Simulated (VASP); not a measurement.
# TiO2 in VASP: settings compared, part 2 of 2

VASP 6.6.1.

## 3. Single point, PBEsol+D3(BJ)

This run uses another cell than the first one, of 10.66 Å³/atom.

INCAR

```
PREC     = Accurate       # precision mode
ENCUT    = 520            # plane-wave cutoff, eV
EDIFF    = 1E-6           # SCF threshold, eV
ISMEAR   = -1             # smearing method
SIGMA    = 0.05           # smearing width, eV
LREAL    = F              # projectors in reciprocal space
LASPH    = T              # aspherical terms in the spheres
NELM     = 100            # most SCF steps
ALGO     = Normal         # electronic algorithm
ISIF     = 2              # what is computed and relaxed
LWAVE    = F              # write WAVECAR
LCHARG   = F              # write CHGCAR
GGA      = PS             # functional
IVDW     = 12             # dispersion correction
NBANDS   = 46             # bands
```

KPOINTS

```
Automatic mesh
0
Gamma
  9 6 4
```

POSCAR

```
TiO2
1.0
    2.9374764392     -0.0000807353      0.0001188884
    0.0000778806      4.6293295907     -0.0279633442
    1.4684585271      0.1962072697      7.0531700415
Ti O
3 6
Direct
    0.0036894586      0.0003757523      0.0007032504
    0.3447191340      0.4873520283      0.3186312428
    0.6626026124      0.5133977938      0.6827731842
    0.4411919404      0.1933311149      0.1255930275
    0.7793999860      0.2943428770      0.4491963091
    0.1033200807      0.2998894696      0.8013366721
    0.9039606232      0.7008650610      0.2000733547
    0.2278902340      0.7064073496      0.5522101324
    0.5660769207      0.8074255634      0.8758158167
```

Potentials or basis: VASP PAW PBE potentials, release 64 (Ti_sv, O).

Command:

```console
> cat potpaw_PBE.64/Ti_sv/POTCAR potpaw_PBE.64/O/POTCAR > POTCAR
> mpirun -np 1 vasp_std > vasp.out
```

OUTCAR:

```text
PREC = Accurate
   ENCUT = 520
   EDIFF = 1E-6
   ISMEAR = -1
   LREAL = F
   LASPH = T
   NELM = 100
   ISIF = 2
   GGA = PS
   IVDW = 12
 IVDW          = 12

 ion  position               nearest neighbor table
   1  0.004  0.000  0.001-   9 1.94   4 1.94   9 1.94   4 1.94   6 1.95   7 1.95
   2  0.345  0.487  0.319-   5 1.94   5 1.94   4 1.95   7 1.95   7 1.95   8 1.95
   3  0.663  0.513  0.683-   8 1.94   8 1.94   9 1.95   6 1.95   6 1.95   5 1.95
   4  0.441  0.193  0.126-   1 1.94   1 1.94   2 1.95
   5  0.779  0.294  0.449-   2 1.94   2 1.94   3 1.95
   6  0.103  0.300  0.801-   3 1.95   3 1.95   1 1.95
   7  0.904  0.701  0.200-   2 1.95   2 1.95   1 1.95
   8  0.228  0.706  0.552-   3 1.94   3 1.94   2 1.95
   9  0.566  0.807  0.876-   1 1.94   1 1.94   3 1.95

  LATTYP: Found a base centered monoclinic cell.
 ALAT       =    14.1116805960
 B/A-ratio  =     0.2081592212
 C/A-ratio  =     0.3280554726
 COS(beta)  =    -0.0217749684

  Lattice vectors:

 A1 = (   1.4690179121,  -0.1962880050,  -7.0530511531)
 A2 = (  -1.4684585271,  -0.1962072697,  -7.0531700415)
 A3 = (   0.0000778806,   4.6293295907,  -0.0279633442)

Analysis of symmetry for initial positions (statically):
=====================================================================
 Subroutine PRICEL returns:
 Original cell was already a primitive cell.

 Routine SETGRP: Setting up the symmetry group for a
 base centered monoclinic supercell.

 Subroutine GETGRP returns: Found  1 space group operations
 (whereof  1 operations were pure point group operations)
 out of a pool of  4 trial point group operations.

The static configuration has the point symmetry C_1 .

Analysis of symmetry for dynamics (positions and initial velocities):
=====================================================================
 Subroutine PRICEL returns:
 Original cell was already a primitive cell.

 Routine SETGRP: Setting up the symmetry group for a
 base centered monoclinic supercell.

 Subroutine GETGRP returns: Found  1 space group operations
 (whereof  1 operations were pure point group operations)
 out of a pool of  4 trial point group operations.

The dynamic configuration has the point symmetry C_1 .

 Subroutine INISYM returns: Found  1 space group operations
 (whereof  1 operations are pure point group operations),
 and found     1 'primitive' translations

----------------------------------------------------------------------------------------

                                     Primitive cell

  volume of cell :      95.9282

  direct lattice vectors                    reciprocal lattice vectors
     2.937476439 -0.000080735  0.000118888     0.340431119 -0.000433786 -0.070865138
     0.000077881  4.629329591 -0.027963344     0.000006179  0.215977700 -0.006009421
     1.468458527  0.196207270  7.053170041    -0.000005714  0.000856283  0.141757589

  length of vectors
     2.937476443  4.629414047  7.207085082     0.347728921  0.216061287  0.141760176

  position of ions in fractional coordinates (direct lattice)
     0.003689459  0.000375752  0.000703250
     0.344719134  0.487352028  0.318631243
[... 51 lines left out ...]
  0.333333  0.000000 -0.000000      2.000000
  0.444444 -0.000000 -0.000000      2.000000
  0.000000  0.166667  0.000000      2.000000
[... 16 lines left out ...]
 -0.111111  0.333333  0.000000      2.000000
  0.000000  0.500000  0.000000      1.000000
 [... further k-points ...]
   k-points           NKPTS =    110   k-points in BZ     NKDIM =    110   number of bands    NBANDS=     46
   number of dos      NEDOS =    301   number of ions     NIONS =      9
   total plane-waves  NPLWV =  46656
   dimension x,y,z NGX =    24 NGY =   36 NGZ =   54
   dimension x,y,z NGXF=    48 NGYF=   72 NGZF=  108
   ions per type =               3   6
   NGX,Y,Z   is equivalent  to a cutoff of  13.58, 12.93, 12.46 a.u.
   NGXF,Y,Z  is equivalent  to a cutoff of  27.17, 25.86, 24.91 a.u.
 SYSTEM =  unknown system
   PREC   = accura    normal or accurate (medium, high low for compatibility)
   ISTART =      0    job   : 0-new  1-cont  2-samecut
   ICHARG =      2    charge: 1-file 2-atom 10-const
   ISPIN  =      1    spin polarized calculation?
   LNONCOLLINEAR =      F non collinear calculations
   LSORBIT =      F    spin-orbit coupling
   LASPH  =      T    aspherical Exc in radial PAW
   ENCUT  =  520.0 eV  38.22 Ry    6.18 a.u.   5.46  8.61 13.40*2*pi/ulx,y,z
   NELM   =    100;   NELMIN=  2; NELMDL= -5     # of ELM steps
   EDIFF  = 0.1E-05   stopping-criterion for ELM
   LREAL  =      F    real-space projection
   EDIFFG = 0.1E-04   stopping-criterion for IOM
   NSW    =      0    number of steps for IOM
   IBRION =     -1    ionic relax: 0-MD 1-quasi-New 2-CG
   NFREE  =      0    steps in history (QN), initial steepest desc. (CG)
   ISIF   =      2    stress and relaxation
   ISYM   =      2    0-nonsym 1-usesym 2-fastsym
   POTIM  = 0.5000    time-step for ionic-motion
   TEBEG  =    0.0;   TEEND  =   0.0 temperature during run
   PSTRESS=    0.0 pullay stress
   NELECT =      72.0000    total number of electrons
   NUPDOWN=      -1.0000    fix difference up-down
   EMIN   =  10.00;   EMAX   =-10.00  energy-range for DOS
   EFERMI =   0.00;   METHOD = LEGACY
   ISMEAR =    -1;   SIGMA  =   0.05  broadening in eV -4-tet -1-fermi 0-gaus
   EFERMI_NEDOS =   21; number of points for ismear=-14 and -15
   IALGO  =     38    algorithm
   IMIX   =      4    mixing-type and parameters
     AMIX     =   0.40;   BMIX     =  1.00
     AMIX_MAG =   1.60;   BMIX_MAG =  1.00
  volume/ion in A,a.u.               =      10.66        71.93
  Fermi-wavevector in a.u.,A,eV,Ry     =   1.487774  2.811485 30.116104  2.213471
  Thomas-Fermi vector in A             =   2.600892
   LORBIT       =      0    0 simple, 1 ext, 2 COOP (PROOUT), +10 PAW based schemes
   GGA     = PS    functional components
   LHFCALC =     F    Hartree Fock is set to
   AEXX    =    0.0000 exact exchange contribution
   IVDW    =    12    specifies the selected vdW correction
   LEPSILON=     F    determine dielectric tensor
   LRPA    =     F    only Hartree local field effects (RPA)
 non-spin polarized calculation
  energy-cutoff  :      520.00
  volume of cell :       95.93
 maximum number of plane-waves:      2610
 NGX is ok and might be reduce to    24
   NGX = 11   NGY = 17   NGZ = 27

 number of electron      72.0000005 magnetization

 Free energy of the ion-electron system (eV)
  ---------------------------------------------------
  ext. energy  EPLUGINS =         0.00000000
  ---------------------------------------------------
  free energy    TOTEN  =       -83.86889192 eV

  energy without entropy =      -83.86889192  energy(sigma->0) =      -83.86889192

 E-fermi :   5.1369     XC(G=0): -11.4476

 val. band max:        4.0818819438   @ k =   0.0000   0.0000   0.2500
 cond. band min:       6.3722016458   @ k =   0.0000   0.0000   0.0000
 fundamental gap:      2.2903197019
 Fermi energy:         5.1369107331

 k-point     1 :       0.0000    0.0000    0.0000
  band No.  band energies     occupation
      1     -52.2721      2.00000
      2     -52.1574      2.00000
      3     -52.1154      2.00000
      4     -28.7395      2.00000
      5     -28.6913      2.00000
      6     -28.6284      2.00000
[... 1165 lines left out ...]
     45       8.3742      0.00000
     46      10.2256      0.00000

 [... further k-points ...]

------------------------ aborting loop because EDIFF is reached ----------------------------------------

 Edisp (eV)   -1.87358

 E8    (eV) :    -1.1748

  FORCE on cell =-STRESS in cart. coord.  units (eV):
  Direction    XX          YY          ZZ          XY          YZ          ZX
  --------------------------------------------------------------------------------------
  -------------------------------------------------------------------------------------
  Total       0.52108     0.28331     0.43101     0.00087     0.00346     0.00027
  in kB       8.70306     4.73183     7.19867     0.01451     0.05783     0.00458
  external pressure =        6.88 kB  Pullay stress =        0.00 kB

 VOLUME and BASIS-vectors are now :
 -----------------------------------------------------------------------------
  energy-cutoff  :      520.00
  volume of cell :       95.93
      direct lattice vectors                 reciprocal lattice vectors
     2.937476439 -0.000080735  0.000118888     0.340431119 -0.000433786 -0.070865138
     0.000077881  4.629329591 -0.027963344     0.000006179  0.215977700 -0.006009421
     1.468458527  0.196207270  7.053170041    -0.000005714  0.000856283  0.141757589

 POSITION                                       TOTAL-FORCE (eV/Angst)
 -----------------------------------------------------------------------------------
      0.01187      0.00188      0.00495        -0.000324     -0.000065      0.000101
      1.48054      2.31860      2.23377        -0.000240      0.001900     -0.033841
      2.94904      2.51060      4.80144         0.000166     -0.001852      0.034010
      1.48043      0.91960      0.88048         0.000203      0.013752      0.013844
      2.94912      1.45068      3.16012        -0.000206     -0.067310      0.005801
      1.48025      1.54551      5.64359        -0.000018     -0.016985      0.012316
      2.94922      3.28372      1.39166         0.000018      0.017108     -0.012410
      1.48037      3.37852      3.87511         0.000153      0.067347     -0.005828
      2.94900      3.90963      6.15477         0.000247     -0.013895     -0.013992
 -----------------------------------------------------------------------------------
    total drift:                               -0.000225     -0.000144      0.000150

  FREE ENERGIE OF THE ION-ELECTRON SYSTEM (eV)
  ---------------------------------------------------
  free  energy   TOTEN  =       -85.7424689849 eV

  energy  without entropy=      -85.7424689849  energy(sigma->0) =      -85.74246898
```

It took 13 min on 1 thread of Intel Xeon 8259CL, shared host; peak memory 0.46 GiB.

Results:

- Free energy: -85.7425 eV
- Pressure: 0.7 GPa
- Largest force: 0.068 eV/Å
- Band gap on the k mesh: 2.29 eV (least direct gap 2.33 eV)
- Dispersion energy per atom: -0.208 eV

Forces in eV/Å, atoms in the order of the input:
```
Ti   0.000  0.000  0.000
Ti   0.000  0.002 -0.034
Ti   0.000 -0.002  0.034
O    0.000  0.014  0.014
O    0.000 -0.067  0.006
O    0.000 -0.017  0.012
O    0.000  0.017 -0.012
O    0.000  0.067 -0.006
O    0.000 -0.014 -0.014
```

Caveat: the PAW data sets were made with another functional, which shifts forces and pressure a little. A k mesh can miss the band edges.
